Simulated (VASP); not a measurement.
# Ge (Cmmm) in VASP: notebook

The runs below take Ge through single point, with r2SCAN, PBEsol, LDA.

Everything below comes from runs of VASP 6.6.1. Logs are shortened: lines on timing, memory, paths and dates and some standing lists are left out, and cuts for length are marked.

**1. The cell of the first run**

The structure is orthorhombic, space group Cmmm (No. 65). The conventional cell has a = 2.831 Å, b = 5.269 Å, c = 2.734 Å, α = 90.00°, β = 90.00°, γ = 90.00°. Ge (site symmetry mmm) has 8 Ge at 2.73 to 2.99 Å within 3.6 Å.

**2. Single point, r2SCAN**

POSCAR reads:

```
Ge
1.0
    1.4155346479     -2.6347372402      0.0000000000
    1.4155346479      2.6347372402      0.0000000000
    0.0000000000      0.0000000000      2.7337381113
Ge
1
Direct
    0.5000000000      0.5000000000      0.0000000000
```

INCAR.step1 reads:

```
SYSTEM = Ge
  PREC = Accurate
  ENCUT = 520
  ISMEAR = -1
  SIGMA = 0.05
  LREAL = .False.
  LASPH = .True.
  NELM = 60
  NBANDS = 13
  GGA = PE
  ALGO = Normal
  EDIFF = 1E-4
  LWAVE = .True.
  LCHARG = .False.
```

INCAR.step2 reads:

```
SYSTEM = Ge
  PREC = Accurate
  ENCUT = 520
  EDIFF = 1E-6
  ISMEAR = -1
  SIGMA = 0.05
  LREAL = .False.
  LASPH = .True.
  NELM = 60
  ALGO = Normal
  ISIF = 2
  LWAVE = .False.
  LCHARG = .False.
  METAGGA = R2SCAN
  LMIXTAU = .True.
  NBANDS = 13
  ISTART = 1
```

KPOINTS reads:

```
Automatic mesh
0
Gamma
  11 11 10
  0 0 0
```

Potentials or basis: VASP PAW PBE potentials, release 64 (Ge_d).

Run with:

```console
$ cat potpaw_PBE.64/Ge_d/POTCAR > POTCAR
$ cp INCAR.step1 INCAR
$ mpirun -np 1 vasp_std > vasp.out
$ cp INCAR.step2 INCAR
$ mpirun -np 1 vasp_std > vasp.out
```

OUTCAR:

```text
SYSTEM = Ge
   PREC = Accurate
   ENCUT = 520
   EDIFF = 1E-6
   ISMEAR = -1
   LREAL = .False.
   LASPH = .True.
   NELM = 60
   ISIF = 2
   METAGGA = R2SCAN
   ISTART = 1

 ion  position               nearest neighbor table
   1  0.500  0.500  0.000-

  LATTYP: Found a base centered orthorhombic cell.
 ALAT       =     2.8310692958
 B/A-ratio  =     1.8613018368
 C/A-ratio  =     0.9656203454

  Lattice vectors:

 A1 = (   1.4155346479,  -2.6347372402,   0.0000000000)
 A2 = (   1.4155346479,   2.6347372402,   0.0000000000)
 A3 = (   0.0000000000,   0.0000000000,   2.7337381113)

Analysis of symmetry for initial positions (statically):
=====================================================================
 Subroutine PRICEL returns:
 Original cell was already a primitive cell.

 Routine SETGRP: Setting up the symmetry group for a
 base centered orthorhombic supercell.

 Subroutine GETGRP returns: Found  8 space group operations
 (whereof  8 operations were pure point group operations)
 out of a pool of  8 trial point group operations.

The static configuration has the point symmetry D_2h.

Analysis of symmetry for dynamics (positions and initial velocities):
=====================================================================
 Subroutine PRICEL returns:
 Original cell was already a primitive cell.

 Routine SETGRP: Setting up the symmetry group for a
 base centered orthorhombic supercell.

 Subroutine GETGRP returns: Found  8 space group operations
 (whereof  8 operations were pure point group operations)
 out of a pool of  8 trial point group operations.

The dynamic configuration has the point symmetry D_2h.

 Subroutine INISYM returns: Found  8 space group operations
 (whereof  8 operations are pure point group operations),
 and found     1 'primitive' translations

----------------------------------------------------------------------------------------

                                     Primitive cell

  volume of cell :      20.3913

  direct lattice vectors                    reciprocal lattice vectors
     1.415534648 -2.634737240  0.000000000     0.353223427 -0.189772245  0.000000000
     1.415534648  2.634737240  0.000000000     0.353223427  0.189772245  0.000000000
     0.000000000  0.000000000  2.733738111     0.000000000  0.000000000  0.365799487

  length of vectors
     2.990916024  2.990916024  2.733738111     0.400974182  0.400974182  0.365799487

  position of ions in fractional coordinates (direct lattice)
     0.500000000  0.500000000  0.000000000

  ion indices of the primitive-cell ions
   primitive index   ion index
                 1           1

----------------------------------------------------------------------------------------

 KPOINTS: Automatic mesh

Automatic generation of k-mesh.
 Grid dimensions read from file:
 generate k-points for:   11   11   10

 Generating k-lattice:

  Cartesian coordinates                     Fractional coordinates (reciprocal lattice)
     0.032111221 -0.017252022  0.000000000     0.090909091  0.000000000  0.000000000
     0.032111221  0.017252022  0.000000000     0.000000000  0.090909091  0.000000000
     0.000000000  0.000000000  0.036579949     0.000000000  0.000000000  0.100000000

  Length of vectors
     0.036452198  0.036452198  0.036579949

  Shift w.r.t. Gamma in fractional coordinates (k-lattice)
     0.000000000  0.000000000  0.000000000

 Subroutine IBZKPT returns following result:
 ===========================================

 Found    216 irreducible k-points:

 Following reciprocal coordinates:
            Coordinates               Weight
  0.000000  0.000000  0.000000      1.000000
  0.090909 -0.000000  0.000000      4.000000
  0.181818 -0.000000  0.000000      4.000000
  0.272727  0.000000  0.000000      4.000000
  0.363636  0.000000  0.000000      4.000000
  0.454545 -0.000000  0.000000      4.000000
[... 16 lines left out ...]
 -0.272727  0.181818  0.000000      4.000000
 -0.181818  0.181818  0.000000      2.000000
 [... further k-points ...]
   k-points           NKPTS =    216   k-points in BZ     NKDIM =    216   number of bands    NBANDS=     13
   number of dos      NEDOS =    301   number of ions     NIONS =      1
   total plane-waves  NPLWV =  11520
   dimension x,y,z NGX =    24 NGY =   24 NGZ =   20
   dimension x,y,z NGXF=    48 NGYF=   48 NGZF=   40
   ions per type =               1
   NGX,Y,Z   is equivalent  to a cutoff of  13.34, 13.34, 12.16 a.u.
   NGXF,Y,Z  is equivalent  to a cutoff of  26.68, 26.68, 24.33 a.u.
 SYSTEM =  Ge
   PREC   = accura    normal or accurate (medium, high low for compatibility)
   ISTART =      1    job   : 0-new  1-cont  2-samecut
   ICHARG =      0    charge: 1-file 2-atom 10-const
   ISPIN  =      1    spin polarized calculation?
   LNONCOLLINEAR =      F non collinear calculations
   LSORBIT =      F    spin-orbit coupling
   LASPH  =      T    aspherical Exc in radial PAW
   ENCUT  =  520.0 eV  38.22 Ry    6.18 a.u.   5.56  5.56  5.08*2*pi/ulx,y,z
   NELM   =     60;   NELMIN=  2; NELMDL=  0     # of ELM steps
   EDIFF  = 0.1E-05   stopping-criterion for ELM
   LREAL  =      F    real-space projection
   EDIFFG = 0.1E-04   stopping-criterion for IOM
   NSW    =      0    number of steps for IOM
   IBRION =     -1    ionic relax: 0-MD 1-quasi-New 2-CG
   NFREE  =      0    steps in history (QN), initial steepest desc. (CG)
   ISIF   =      2    stress and relaxation
   ISYM   =      2    0-nonsym 1-usesym 2-fastsym
   POTIM  = 0.5000    time-step for ionic-motion
   TEBEG  =    0.0;   TEEND  =   0.0 temperature during run
   PSTRESS=    0.0 pullay stress
   NELECT =      14.0000    total number of electrons
   NUPDOWN=      -1.0000    fix difference up-down
   EMIN   =  10.00;   EMAX   =-10.00  energy-range for DOS
   EFERMI =   0.00;   METHOD = LEGACY
   ISMEAR =    -1;   SIGMA  =   0.05  broadening in eV -4-tet -1-fermi 0-gaus
   EFERMI_NEDOS =   21; number of points for ismear=-14 and -15
   IALGO  =     38    algorithm
   IMIX   =      4    mixing-type and parameters
     AMIX     =   0.40;   BMIX     =  1.00
     AMIX_MAG =   1.60;   BMIX_MAG =  1.00
  volume/ion in A,a.u.               =      20.39       137.61
  Fermi-wavevector in a.u.,A,eV,Ry     =   1.444229  2.729196 28.378980  2.085796
  Thomas-Fermi vector in A             =   2.562547
   LORBIT       =      0    0 simple, 1 ext, 2 COOP (PROOUT), +10 PAW based schemes
   METAGGA = R2SCAN    functional components
   LHFCALC =     F    Hartree Fock is set to
   AEXX    =    0.0000 exact exchange contribution
   IVDW    =     0    specifies the selected vdW correction
   LEPSILON=     F    determine dielectric tensor
   LRPA    =     F    only Hartree local field effects (RPA)
 non-spin polarized calculation
  energy-cutoff  :      520.00
  volume of cell :       20.39
 maximum number of plane-waves:       564
   NGX = 11   NGY = 11   NGZ = 11

 number of electron      14.0000005 magnetization

 Free energy of the ion-electron system (eV)
  ---------------------------------------------------
  ext. energy  EPLUGINS =         0.00000000
  ---------------------------------------------------
  free energy    TOTEN  =       -13.45580805 eV

  energy without entropy =      -13.45218350  energy(sigma->0) =      -13.45399578

 E-fermi :   5.6331     XC(G=0): -11.8543

 val. band max:        5.6157754807   @ k =   0.3636   0.3636   0.4000
 cond. band min:       5.6382752946   @ k =   0.1818   0.1818   0.3000
 fundamental gap:      0.0224998139
 Fermi energy:         5.6330781620

 k-point     1 :       0.0000    0.0000    0.0000
  band No.  band energies     occupation
      1     -19.7572      2.00000
      2     -19.7128      2.00000
      3     -19.6643      2.00000
      4     -19.5582      2.00000
      5     -19.5363      2.00000
      6      -7.4797      2.00000
      7      12.4721      0.00000
      8      12.9137      0.00000
      9      14.4410      0.00000
     10      16.1141      0.00000
     11      18.7144      0.00000
     12      21.2119      0.00000
     13      21.2869      0.00000

 k-point     2 :       0.0909   -0.0000    0.0000
  band No.  band energies     occupation
      1     -19.7519      2.00000
      2     -19.7044      2.00000
      3     -19.6652      2.00000
      4     -19.5594      2.00000
      5     -19.5400      2.00000
      6      -7.2747      2.00000
      7      12.0308      0.00000
      8      12.6697      0.00000
      9      12.8876      0.00000
     10      16.6326      0.00000
     11      18.4587      0.00000
     12      20.0627      0.00000
     13      22.5208      0.00000

 k-point     3 :       0.1818   -0.0000    0.0000
  band No.  band energies     occupation
      1     -19.7409      2.00000
      2     -19.6876      2.00000
      3     -19.6589      2.00000
      4     -19.5633      2.00000
      5     -19.5494      2.00000
      6      -6.6608      2.00000
      7       9.2139      0.00000
      8      11.4527      0.00000
      9      13.2494      0.00000
     10      16.1140      0.00000
     11      17.9840      0.00000
     12      21.9977      0.00000
     13      25.1416      0.00000

 k-point     4 :       0.2727    0.0000    0.0000
  band No.  band energies     occupation
      1     -19.7350      2.00000
      2     -19.6794      2.00000
      3     -19.6287      2.00000
      4     -19.5718      2.00000
      5     -19.5583      2.00000
      6      -5.6453      2.00000
      7       6.0494      0.00048
      8      10.3906      0.00000
      9      14.1619      0.00000
     10      14.8703      0.00000
     11      18.8822      0.00000
     12      24.6827      0.00000
     13      27.4915      0.00000

 k-point     5 :       0.3636    0.0000    0.0000
  band No.  band energies     occupation
      1     -19.7382      2.00000
      2     -19.6699      2.00000
      3     -19.5948      2.00000
      4     -19.5829      2.00000
      5     -19.5630      2.00000
      6      -4.2634      2.00000
      7       3.1398      2.00000
      8       9.6393      0.00000
      9      14.0062      0.00000
     10      15.2738      0.00000
     11      20.2018      0.00000
     12      24.9201      0.00000
     13      25.9749      0.00000
[... 257 lines left out ...]
 k-point    22 :      -0.3636    0.1818    0.0000
  band No.  band energies     occupation
      1     -19.7217      2.00000
      2     -19.6953      2.00000
      3     -19.6207      2.00000
      4     -19.5795      2.00000
      5     -19.5518      2.00000
      6      -5.2454      2.00000
      7       5.3280      1.99553
      8       7.7872      0.00000
      9      14.4748      0.00000
     10      18.8619      0.00000
     11      20.2156      0.00000
     12      23.2057      0.00000
     13      26.7912      0.00000

 k-point    23 :      -0.2727    0.1818    0.0000
  band No.  band energies     occupation
      1     -19.7402      2.00000
      2     -19.7033      2.00000
      3     -19.6302      2.00000
      4     -19.5746      2.00000
      5     -19.5426      2.00000
      6      -6.1985      2.00000
      7       6.5654      0.00000
      8      10.7876      0.00000
      9      13.6459      0.00000
     10      17.7130      0.00000
     11      19.1554      0.00000
     12      22.8497      0.00000
     13      27.2793      0.00000

 k-point    24 :      -0.1818    0.1818    0.0000
  band No.  band energies     occupation
      1     -19.7491      2.00000
      2     -19.7087      2.00000
      3     -19.6406      2.00000
      4     -19.5693      2.00000
      5     -19.5384      2.00000
      6      -6.7585      2.00000
      7       7.9907      0.00000
      8      13.0236      0.00000
      9      13.1405      0.00000
     10      16.6270      0.00000
     11      18.4088      0.00000
     12      24.0465      0.00000
     13      24.1657      0.00000

 [... further k-points ...]

------------------------ aborting loop because EDIFF is reached ----------------------------------------

  FORCE on cell =-STRESS in cart. coord.  units (eV):
  Direction    XX          YY          ZZ          XY          YZ          ZX
  --------------------------------------------------------------------------------------
  -------------------------------------------------------------------------------------
  Total       -0.5196091     -0.8698599     -0.6697526     -0.0000000      0.0000000      0.0000000
  in kB      -40.8265401    -68.3463281    -52.6235622     -0.0000000      0.0000000      0.0000000
  external PRESSURE =     -53.9321435 kB  Pullay stress =       0.0000000 kB

 VOLUME and BASIS-vectors are now :
 -----------------------------------------------------------------------------
  energy-cutoff  :      520.00
  volume of cell :       20.39
      direct lattice vectors                 reciprocal lattice vectors
     1.415534648 -2.634737240  0.000000000     0.353223427 -0.189772245  0.000000000
     1.415534648  2.634737240  0.000000000     0.353223427  0.189772245  0.000000000
     0.000000000  0.000000000  2.733738111     0.000000000  0.000000000  0.365799487

 POSITION                                       TOTAL-FORCE (eV/Angst)
 -----------------------------------------------------------------------------------
      1.41553      0.00000      0.00000         0.000000     -0.000000      0.000000
 -----------------------------------------------------------------------------------
    total drift:                               -0.000000     -0.000000     -0.000000

  FREE ENERGIE OF THE ION-ELECTRON SYSTEM (eV)
  ---------------------------------------------------
  free  energy   TOTEN  =       -13.4558080509 eV

  energy  without entropy=      -13.4521835034  energy(sigma->0) =      -13.45399578
```

It took 42 s on 1 thread of Intel Xeon 6975P-C (Granite Rapids), shared host; peak memory 0.17 GiB.

What came out:

| Quantity | Value |
| --- | --- |
| Free energy | -13.4558 eV |
| Pressure | -5.4 GPa |
| Band gap on the k mesh | zero (band 7 reaches 12.47 eV, above the bottom of band 8 at 3.32 eV) |

Stress tensor (GPa, compression positive):
```
-4.08  0.00  0.00
 0.00 -6.83  0.00
 0.00  0.00 -5.26
```

Caveat: the PAW data sets were made with another functional, which shifts forces and pressure a little.

**3. Single point, PBEsol, non-collinear spin, zero start, spin-orbit coupling**

This run uses another cell than the first one, of 19.61 Å³/atom, 0.962 times its volume.

INCAR reads:

```
PREC = Accurate ; ENCUT = 520
EDIFF = 1E-7 ; ISMEAR = -1
SIGMA = 0.05 ; LREAL = False
LASPH = True ; NELM = 150
ALGO = Normal ; ISIF = 2
LWAVE = False ; LCHARG = False
MAGMOM = 0 0 0 ; LORBIT = 11
LSORBIT = True ; GGA_COMPAT = False
LORBMOM = True ; GGA = PS
NBANDS = 25
```

KPOINTS reads:

```
Automatic mesh
0
Gamma
  11 11 10
```

POSCAR reads:

```
Ge
1.0
    1.3971490000     -2.6005160000      0.0000000000
    1.3971490000      2.6005160000      0.0000000000
    0.0000000000      0.0000000000      2.6982310000
Ge
1
Direct
    0.5000000000      0.5000000000      0.0000000000
```

Potentials or basis: VASP PAW PBE potentials, release 64 (Ge_d).

Run with:

```console
$ cat potpaw_PBE.64/Ge_d/POTCAR > POTCAR
$ mpirun -np 1 vasp_ncl > vasp.out
```

Wall time 57 s (1 thread of Intel Xeon 6975P-C (Granite Rapids), shared host); peak memory 0.28 GiB.

The run converged. Its results:

```yaml
Free_energy: -4.7415 eV
Pressure: -4.1 GPa
Net_moment: 0.00 μB per cell
Valence_electrons_inside_the_program's_atomic_spheres: Ge 12.21
```

Stress tensor (GPa, compression positive):
```
-2.77  0.00  0.00
 0.00 -5.89  0.00
 0.00  0.00 -3.76
```

Moments on the atoms (μB; x, y, z):
```
Ge  0.00 0.00 0.00
```

Caveat: the PAW data sets were made with another functional, which shifts forces and pressure a little.

**4. Single point, LDA**

This run uses another cell than the first one, of 19.61 Å³/atom, 0.962 times its volume.

INCAR reads:

```
SYSTEM = Ge
ALGO = Normal ; EDIFF = 1E-6
ENCUT = 520 ; GGA = CA
ISIF = 2 ; ISMEAR = -1
LASPH = .True. ; LCHARG = .False.
LREAL = .False. ; LWAVE = .False.
NBANDS = 13 ; NELM = 100
PREC = Accurate ; SIGMA = 0.05
```

KPOINTS reads:

```
k-points
0
Gamma
  6 6 6
  0 0 0
```

POSCAR is that of step 3.

Potentials or basis: VASP PAW LDA potentials, release 64 (Ge_d).

Run with:

```console
$ cat potpaw_LDA.64/Ge_d/POTCAR > POTCAR
$ mpirun -np 1 vasp_std > vasp.out
```

Run time: 5.8 s. Hardware: 1 thread of Intel Xeon 6975P-C, shared host; peak memory 0.13 GiB.

The run converged. Its results:

| Item | Value |
| --- | --- |
| Free energy | -4.9835 eV |
| Pressure | -5.8 GPa |
| Band gap on the k mesh | zero (band 7 reaches 12.53 eV, above the bottom of band 8 at 2.79 eV) |

Stress tensor (GPa, compression positive):
```
 -7.17   0.00   0.00
  0.00 -11.16   0.00
  0.00   0.00   1.06
```

Levels at points of the mesh, in eV from the Fermi level:
| k point | band 3 | band 4 | band 5 | band 6 | band 7 | band 8 | band 9 | band 10 | band 11 | band 12 |
| --- | --- | --- | --- | --- | --- | --- | --- | --- | --- | --- |
| (0.00, 0.00, 0.00) | -24.92 | -24.84 | -24.82 | -13.09 | 6.36 | 6.81 | 8.30 | 10.03 | 12.32 | 14.65 |
| (0.50, 0.00, 0.00) | -24.87 | -24.84 | -24.83 | -8.08 | -5.47 | 3.18 | 7.32 | 10.15 | 16.28 | 16.34 |
| (0.50, 0.50, 0.00) | -24.88 | -24.84 | -24.82 | -8.93 | -5.68 | 4.94 | 9.00 | 9.50 | 15.56 | 15.98 |
| (0.00, 0.00, 0.50) | -24.90 | -24.88 | -24.85 | -9.34 | -5.89 | 9.59 | 11.08 | 15.88 | 15.88 | 17.07 |
| (0.50, 0.00, 0.50) | -24.92 | -24.83 | -24.75 | -3.96 | -2.43 | -1.85 | 3.50 | 6.01 | 11.47 | 12.98 |
| (0.50, 0.50, 0.50) | -24.89 | -24.83 | -24.77 | -4.92 | -2.58 | -2.49 | 3.11 | 7.78 | 13.27 | 14.67 |

Caveat: the k points lie up to 0.43 Å⁻¹ apart.

(Continued in part 2 of 2.)
